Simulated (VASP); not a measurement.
## BiTe: vibrations by perturbation theory with PBE

The system is BiTe.

```
Bi Te
1.0
     0.00000    3.25119    3.25119
     3.25119    0.00000    3.25119
     3.25119    3.25119    0.00000
Bi Te
1 1
Cartesian
  0.0000 0.0000 0.0000
  3.2512 3.2512 3.2512
```

```yaml
Program: VASP 6.6.1
Task: vibrations by perturbation theory
Functional: PBE
Potentials_or_basis: VASP PAW PBE potentials, release 64 (Bi_d, Te)
Cutoff: 520 eV
k_mesh: 12 × 12 × 12
Occupations: gaussian, width 0.15 eV
Spin: no spin polarisation
Dipole_correction: no
Further_INCAR_settings: ALGO = Normal; EDIFF = 1e-08; IBRION = 8; NSW = 1
```

```yaml
Highest_phonon_frequency_at_Γ_LO-TO_splitting_left_out: 87 cm⁻¹
```

Phonon frequencies in cm⁻¹ (negative: imaginary):
```
              q point     frequencies
(0.000, 0.000, 0.000)  0 0 0 87 87 87
```

It took 7.1 min on 1 thread of Intel(R) Xeon(R) Platinum 8259CL CPU @ 2.50GHz (Skylake/Cascade Lake), on a shared host, peak memory 0.51 GiB.
